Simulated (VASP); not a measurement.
Set up this calculation in VASP 6.6.1, as the native input.

- Task: single point
- Functional: PBEsol
- Potentials or basis: VASP PAW PBE potentials, release 64 (Si, Fe)
- Cutoff: 520 eV
- k mesh: 1 × 1 × 1
- Occupations: gaussian, width 0.02 eV
- Spin: collinear spin, ferromagnetic start
- Starting moments: [0.0, 0.0, 0.0, 0.0, 0.0, 0.0, 0.0, 0.0, 0.0, 0.0, 0.0, 0.0, 0.0, 0.0, 0.0, 0.0, 1.6] μB
- Dipole correction: no
- Further INCAR settings: ALGO = Normal; EDIFF = 1e-06; NBANDS = 54

The structure of FeSi16 (a cell with a defect) lies in POSCAR:

```
FeSi16
1.0
    0.0000000000      5.4300000000      5.4300000000
    5.4300000000      0.0000000000      5.4300000000
    5.4300000000      5.4300000000      0.0000000000
Si Fe
16 1
Direct
   -0.0515918969     -0.0230609576     -0.0227685083
    0.0837612339      0.1093120626      0.1090466851
   -0.0203285451      0.0064839779      0.4881237569
    0.1727943831      0.1096522099      0.5924279006
   -0.0204403315      0.4880780847      0.0067839779
    0.1729801105      0.5923738490      0.1095738490
    0.0477899632      0.4795805709      0.4794713628
    0.1272991713      0.6296982505      0.6300525783
    0.4321490792      0.0328768877      0.0331671271
    0.5504976059      0.1684808471      0.1681810313
    0.5300149171     -0.0110138122      0.5243523020
    0.6163176796      0.1362163904      0.6623930018
    0.5301989871      0.5246767035     -0.0111126151
    0.6163152855      0.6623344383      0.1367057090
    0.5099521179      0.5169000000      0.5174322284
    0.6787969613      0.6152507366      0.6150420810
    1.1819626151      0.2398381215      0.2399163904
```

The input as run:

INCAR

```
PREC = Accurate
ENCUT = 520
EDIFF = 1E-6
ISMEAR = 0
SIGMA = 0.02
LREAL = F
LASPH = T
NELM = 200
ALGO = Normal
ISIF = 2
LWAVE = F
LCHARG = F
ISPIN = 2
MAGMOM = 0 0 0 0 0 0 0 0 0 0 0 0 0 0 0 0 1.6
LORBIT = 11
LMAXMIX = 4
GGA = PS
NBANDS = 54
GGA_COMPAT = F
```

KPOINTS

```
Automatic mesh
0
Gamma
  1 1 1
```

Potentials or basis: VASP PAW PBE potentials, release 64 (Si, Fe).

Run with:

```console
$ cat potpaw_PBE.64/Si/POTCAR potpaw_PBE.64/Fe/POTCAR > POTCAR
$ mpirun -np 1 vasp_gam > vasp.out
```

Results of the run:

```json
{
 "Pressure": "3.1 GPa",
 "Largest force": "1.472 eV/Å",
 "Net moment": "-2.00 μB per cell",
 "Site moments": "Si -0.07, -0.08, -0.04, -0.05, -0.01, -0.03, -0.02 (each value once); Fe -0.35 μB",
 "Valence electrons inside the program's atomic spheres": "Si 1.59, 1.69, 1.65, 1.67, 1.68, 1.66, 1.63, 1.71, 1.70 (each value once); Fe 7.65"
}
```

Caveat: the k points lie up to 1.00 Å⁻¹ apart, too coarse for converged energies, forces and pressures; the PAW data sets were made with another functional, which shifts forces and pressure a little.

Run time: 3.3 min on 1 thread of Intel Xeon 8259CL, on a shared host, peak memory 0.6 GiB.
